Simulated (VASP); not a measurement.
# Cs3Li4Cd (Pm-3m) in VASP: relaxation of cell and atoms with PBE

Aim: the relaxation of cell and atoms of Cs3Li4Cd with PBE.

Everything below comes from runs of VASP 6.6.1. Logs are shortened: lines on timing, memory, paths and dates and some standing lists are left out, and cuts for length are marked.

### Step 1. The cell of the first run

The structure is cubic, space group Pm-3m (No. 221). The conventional cell has a = 7.592 Å, b = 7.592 Å, c = 7.592 Å, α = 90.00°, β = 90.00°, γ = 90.00°. Cs (site symmetry 4/mmm) has 6 Li at 3.80 Å within 5.0 Å. Within 5.0 Å of Li (site symmetry m-3m) lie 6 Cs at 3.80 Å. Li (site symmetry 4/mmm) has 4 Cs at 3.80 Å and 2 Cd at 3.80 Å within 5.0 Å. Within 5.0 Å of Cd (site symmetry m-3m) lie 6 Li at 3.80 Å.

### Step 2. Relaxation of cell and atoms, PBE

File INCAR:

```
SYSTEM = Cs3Li4Cd
PREC = Accurate ; ENCUT = 600
EDIFF = 1E-7 ; ISMEAR = 0
SIGMA = 0.1 ; LREAL = .FALSE.
LASPH = .TRUE. ; NELM = 100
ALGO = Normal ; ISIF = 3
LWAVE = .FALSE. ; LCHARG = .FALSE.
GGA = PE ; IBRION = 2
NSW = 100 ; EDIFFG = -0.01
```

File KPOINTS:

```
Automatic mesh
0
G
  6 6 6
  0 0 0
```

File POSCAR:

```
Cs3Li4Cd
1.0
    7.5923392523      0.0000000000      0.0000000000
    0.0000000000      7.5923392523      0.0000000000
    0.0000000000      0.0000000000      7.5923392523
Cs Li Cd
3 4 1
Direct
    0.0000000000      0.0000000000      0.5000000000
    0.0000000000      0.5000000000      0.0000000000
    0.5000000000      0.0000000000      0.0000000000
    0.0000000000      0.0000000000      0.0000000000
    0.5000000000      0.5000000000      0.0000000000
    0.5000000000      0.0000000000      0.5000000000
    0.0000000000      0.5000000000      0.5000000000
    0.5000000000      0.5000000000      0.5000000000
```

Potentials or basis: VASP PAW PBE potentials, release 64 (Cs_sv, Li_sv, Cd).

Run with:

```sh
$ cat potpaw_PBE.64/Cs_sv/POTCAR potpaw_PBE.64/Li_sv/POTCAR potpaw_PBE.64/Cd/POTCAR > POTCAR
$ mpirun -np 1 vasp_std > vasp.out
```

OUTCAR:

```text
SYSTEM = Cs3Li4Cd
   PREC = Accurate
   ENCUT = 600
   EDIFF = 1E-7
   ISMEAR = 0
   LREAL = .FALSE.
   LASPH = .TRUE.
   NELM = 100
   ISIF = 3
   GGA = PE
   IBRION = 2
   NSW = 100
   EDIFFG = -0.01

 ion  position               nearest neighbor table
   1  0.000  0.000  0.500-
   2  0.000  0.500  0.000-
   3  0.500  0.000  0.000-
   4  0.000  0.000  0.000-
   5  0.500  0.500  0.000-
   6  0.500  0.000  0.500-
   7  0.000  0.500  0.500-
   8  0.500  0.500  0.500-

  LATTYP: Found a simple cubic cell.
 ALAT       =     7.5923392523

  Lattice vectors:

 A1 = (   7.5923392523,   0.0000000000,   0.0000000000)
 A2 = (   0.0000000000,   7.5923392523,   0.0000000000)
 A3 = (   0.0000000000,   0.0000000000,   7.5923392523)

Analysis of symmetry for initial positions (statically):
=====================================================================
 Subroutine PRICEL returns:
 Original cell was already a primitive cell.

 Routine SETGRP: Setting up the symmetry group for a
 simple cubic supercell.

 Subroutine GETGRP returns: Found 48 space group operations
 (whereof 48 operations were pure point group operations)
 out of a pool of 48 trial point group operations.

The static configuration has the point symmetry O_h .

Analysis of symmetry for dynamics (positions and initial velocities):
=====================================================================
 Subroutine PRICEL returns:
 Original cell was already a primitive cell.

 Routine SETGRP: Setting up the symmetry group for a
 simple cubic supercell.

 Subroutine GETGRP returns: Found 48 space group operations
 (whereof 48 operations were pure point group operations)
 out of a pool of 48 trial point group operations.

The dynamic configuration has the point symmetry O_h .

 Subroutine INISYM returns: Found 48 space group operations
 (whereof 48 operations are pure point group operations),
 and found     1 'primitive' translations

----------------------------------------------------------------------------------------

                                     Primitive cell

  volume of cell :     437.6499

  direct lattice vectors                    reciprocal lattice vectors
     7.592339252  0.000000000  0.000000000     0.131711712  0.000000000  0.000000000
     0.000000000  7.592339252  0.000000000     0.000000000  0.131711712  0.000000000
     0.000000000  0.000000000  7.592339252     0.000000000  0.000000000  0.131711712

  length of vectors
     7.592339252  7.592339252  7.592339252     0.131711712  0.131711712  0.131711712

  position of ions in fractional coordinates (direct lattice)
     0.000000000  0.000000000  0.500000000
     0.000000000  0.500000000  0.000000000
     0.500000000  0.000000000  0.000000000
     0.000000000  0.000000000  0.000000000
     0.500000000  0.500000000  0.000000000
     0.500000000  0.000000000  0.500000000
     0.000000000  0.500000000  0.500000000
     0.500000000  0.500000000  0.500000000

  ion indices of the primitive-cell ions
   primitive index   ion index
                 1           1
                 2           2
                 3           3
                 4           4
                 5           5
                 6           6
                 7           7
                 8           8

----------------------------------------------------------------------------------------

 KPOINTS: Automatic mesh

Automatic generation of k-mesh.
 Grid dimensions read from file:
 generate k-points for:    6    6    6

 Generating k-lattice:

  Cartesian coordinates                     Fractional coordinates (reciprocal lattice)
     0.021951952  0.000000000  0.000000000     0.166666667  0.000000000  0.000000000
     0.000000000  0.021951952  0.000000000     0.000000000  0.166666667  0.000000000
     0.000000000  0.000000000  0.021951952     0.000000000  0.000000000  0.166666667

  Length of vectors
     0.021951952  0.021951952  0.021951952

  Shift w.r.t. Gamma in fractional coordinates (k-lattice)
     0.000000000  0.000000000  0.000000000

 Subroutine IBZKPT returns following result:
 ===========================================

 Found     20 irreducible k-points:

 Following reciprocal coordinates:
            Coordinates               Weight
  0.000000  0.000000  0.000000      1.000000
  0.166667  0.000000  0.000000      6.000000
  0.333333  0.000000  0.000000      6.000000
  0.500000  0.000000  0.000000      3.000000
  0.166667  0.166667  0.000000     12.000000
  0.333333  0.166667  0.000000     24.000000
[... 12 lines left out ...]
  0.500000  0.500000  0.333333      6.000000
  0.500000  0.500000  0.500000      1.000000
   k-points           NKPTS =     20   k-points in BZ     NKDIM =     20   number of bands    NBANDS=     30
   number of dos      NEDOS =    301   number of ions     NIONS =      8
   total plane-waves  NPLWV = 262144
   dimension x,y,z NGX =    64 NGY =   64 NGZ =   64
   dimension x,y,z NGXF=   128 NGYF=  128 NGZF=  128
   ions per type =               3   4   1
   NGX,Y,Z   is equivalent  to a cutoff of  14.01, 14.01, 14.01 a.u.
   NGXF,Y,Z  is equivalent  to a cutoff of  28.03, 28.03, 28.03 a.u.
 SYSTEM =  Cs3Li4Cd
   PREC   = accura    normal or accurate (medium, high low for compatibility)
   ISTART =      0    job   : 0-new  1-cont  2-samecut
   ICHARG =      2    charge: 1-file 2-atom 10-const
   ISPIN  =      1    spin polarized calculation?
   LNONCOLLINEAR =      F non collinear calculations
   LSORBIT =      F    spin-orbit coupling
   LASPH  =      T    aspherical Exc in radial PAW
   ENCUT  =  600.0 eV  44.10 Ry    6.64 a.u.  15.16 15.16 15.16*2*pi/ulx,y,z
   NELM   =    100;   NELMIN=  2; NELMDL= -5     # of ELM steps
   EDIFF  = 0.1E-06   stopping-criterion for ELM
   LREAL  =      F    real-space projection
   EDIFFG = -.1E-01   stopping-criterion for IOM
   NSW    =    100    number of steps for IOM
   IBRION =      2    ionic relax: 0-MD 1-quasi-New 2-CG
   NFREE  =      1    steps in history (QN), initial steepest desc. (CG)
   ISIF   =      3    stress and relaxation
   ISYM   =      2    0-nonsym 1-usesym 2-fastsym
   POTIM  = 0.5000    time-step for ionic-motion
   TEBEG  =    0.0;   TEEND  =   0.0 temperature during run
   PSTRESS=    0.0 pullay stress
   NELECT =      51.0000    total number of electrons
   NUPDOWN=      -1.0000    fix difference up-down
   EMIN   =  10.00;   EMAX   =-10.00  energy-range for DOS
   EFERMI =   0.00;   METHOD = LEGACY
   ISMEAR =     0;   SIGMA  =   0.10  broadening in eV -4-tet -1-fermi 0-gaus
   EFERMI_NEDOS =   21; number of points for ismear=-14 and -15
   IALGO  =     38    algorithm
   IMIX   =      4    mixing-type and parameters
     AMIX     =   0.40;   BMIX     =  1.00
     AMIX_MAG =   1.60;   BMIX_MAG =  1.00
  volume/ion in A,a.u.               =      54.71       369.18
  Fermi-wavevector in a.u.,A,eV,Ry     =   0.799630  1.511082  8.699684  0.639409
  Thomas-Fermi vector in A             =   1.906771
   LORBIT       =      0    0 simple, 1 ext, 2 COOP (PROOUT), +10 PAW based schemes
   GGA     = PE    functional components
   LHFCALC =     F    Hartree Fock is set to
   AEXX    =    0.0000 exact exchange contribution
   IVDW    =     0    specifies the selected vdW correction
   LEPSILON=     F    determine dielectric tensor
   LRPA    =     F    only Hartree local field effects (RPA)
 conjugate gradient relaxation of ions
 non-spin polarized calculation
 Gauss-broadening in eV      SIGMA  =   0.10
  energy-cutoff  :      600.00
  volume of cell :      437.65
 maximum number of plane-waves:     14648
 NGX is ok and might be reduce to    64
   NGX = 31   NGY = 31   NGZ = 31

--------------------------------------- Ionic step        1  -------------------------------------------

 number of electron      50.9999972 magnetization

 Free energy of the ion-electron system (eV)
  ---------------------------------------------------
  ext. energy  EPLUGINS =         0.00000000
  ---------------------------------------------------
  free energy    TOTEN  =        -7.59570488 eV

  energy without entropy =       -7.57244702  energy(sigma->0) =       -7.58407595

------------------------ aborting loop because EDIFF is reached ----------------------------------------

  FORCE on cell =-STRESS in cart. coord.  units (eV):
  Direction    XX          YY          ZZ          XY          YZ          ZX
  --------------------------------------------------------------------------------------
  -------------------------------------------------------------------------------------
  Total       -0.1534150     -0.1534150     -0.1534150     -0.0000000     -0.0000000      0.0000000
  in kB       -0.5616316     -0.5616316     -0.5616316     -0.0000000     -0.0000000      0.0000000
  external PRESSURE =      -0.5616316 kB  Pullay stress =       0.0000000 kB

 VOLUME and BASIS-vectors are now :
 -----------------------------------------------------------------------------
  energy-cutoff  :      600.00
  volume of cell :      437.65
      direct lattice vectors                 reciprocal lattice vectors
     7.592339252  0.000000000  0.000000000     0.131711712  0.000000000  0.000000000
     0.000000000  7.592339252  0.000000000     0.000000000  0.131711712  0.000000000
     0.000000000  0.000000000  7.592339252     0.000000000  0.000000000  0.131711712
[... 43 lines left out ...]
 POSITION                                       TOTAL-FORCE (eV/Angst)
 -----------------------------------------------------------------------------------
     -0.00000     -0.00000      3.79266        -0.000000      0.000000      0.000000
     -0.00000      3.79266      0.00000        -0.000000      0.000000      0.000000
      3.79266     -0.00000      0.00000        -0.000000      0.000000      0.000000
      0.00000      0.00000      0.00000        -0.000000      0.000000      0.000000
      3.79266      3.79266      0.00000        -0.000000      0.000000      0.000000
      3.79266     -0.00000      3.79266        -0.000000     -0.000000      0.000000
     -0.00000      3.79266      3.79266        -0.000000     -0.000000      0.000000
      3.79266      3.79266      3.79266         0.000000     -0.000000      0.000000
 -----------------------------------------------------------------------------------
    total drift:                                0.000000     -0.000000      0.000000

  FREE ENERGIE OF THE ION-ELECTRON SYSTEM (eV)
  ---------------------------------------------------
  free  energy   TOTEN  =        -7.5961020224 eV

  energy  without entropy=       -7.5728192674  energy(sigma->0) =       -7.58446064

--------------------------------------- Ionic step        3  -------------------------------------------

 number of electron      50.9999983 magnetization

 Free energy of the ion-electron system (eV)
  ---------------------------------------------------
  ext. energy  EPLUGINS =         0.00000000
  ---------------------------------------------------
  free energy    TOTEN  =        -7.59695673 eV

  energy without entropy =       -7.57360528  energy(sigma->0) =       -7.58528101

 E-fermi :   0.4227     XC(G=0):  -6.2826

 val. band max:        0.4158648131   @ k =   0.5000   0.0000   0.0000
 cond. band min:       0.4285807157   @ k =   0.1667   0.1667   0.1667
 fundamental gap:      0.0127159026
 Fermi energy:         0.4227002384

 k-point     1 :       0.0000    0.0000    0.0000
  band No.  band energies     occupation
      1     -47.8673      2.00000
      2     -47.8672      2.00000
      3     -47.8672      2.00000
      4     -47.2830      2.00000
      5     -22.8110      2.00000
      6     -22.8020      2.00000
[... 671 lines left out ...]
 POSITION                                       TOTAL-FORCE (eV/Angst)
 -----------------------------------------------------------------------------------
     -0.00000     -0.00000      3.78212        -0.000000      0.000000      0.000000
     -0.00000      3.78212      0.00000        -0.000000      0.000000      0.000000
      3.78212     -0.00000      0.00000        -0.000000      0.000000      0.000000
      0.00000      0.00000      0.00000        -0.000000      0.000000      0.000000
      3.78212      3.78212      0.00000        -0.000000      0.000000      0.000000
      3.78212     -0.00000      3.78212        -0.000000     -0.000000      0.000000
     -0.00000      3.78212      3.78212        -0.000000     -0.000000      0.000000
      3.78212      3.78212      3.78212         0.000000     -0.000000      0.000000
 -----------------------------------------------------------------------------------
    total drift:                                0.000000     -0.000000      0.000000

  FREE ENERGIE OF THE ION-ELECTRON SYSTEM (eV)
  ---------------------------------------------------
  free  energy   TOTEN  =        -7.5969567343 eV

  energy  without entropy=       -7.5736052826  energy(sigma->0) =       -7.58528101

 reached required accuracy - stopping structural energy minimisation
```

It took 21 min on 1 thread of AMD EPYC 7R43 (Zen 3), shared host; peak memory 0.78 GiB.

What came out:

```yaml
Free_energy: -7.5970 eV
Relaxed_volume: 54.10 Å³/atom
Relaxed_cell: a = 7.564 Å, b = 7.564 Å, c = 7.564 Å, α = 90.00°, β = 90.00°, γ = 90.00°
Space_group_after_relaxing_to_0.05_Å: Pm-3m (No. 221)
Energy_gained_by_relaxing: 0.2 meV/atom
Ionic_steps: 3
Pressure_after_relaxing: 0.0 GPa
```

The path:
| step | energy change (eV) | largest force (eV/Å) | pressure (GPa) | volume (Å³) |
| --- | --- | --- | --- | --- |
| 1 | 0.0000 | 0.0000 | -0.06 | 437.65 |
| 2 | -0.0004 | 0.0000 | -0.05 | 436.44 |
| 3 | -0.0013 | 0.0000 | -0.03 | 432.81 |

Final structure:
```
Cs Li Cd
1.0
     7.56424    0.00000    0.00000
     0.00000    7.56424    0.00000
     0.00000    0.00000    7.56424
Cs Li Cd
3 4 1
Direct
  0.00000 0.00000 0.50000
  0.00000 0.50000 0.00000
  0.50000 0.00000 0.00000
  0.00000 0.00000 0.00000
  0.50000 0.50000 0.00000
  0.50000 0.00000 0.50000
  0.00000 0.50000 0.50000
  0.50000 0.50000 0.50000
```

Caveat: the cutoff is under 1.25 times the usual one of these potentials, so pressure, stress and relaxed cells hold a basis-set (Pulay) error; spin-orbit coupling is left out, which moves the levels of the heavy elements.
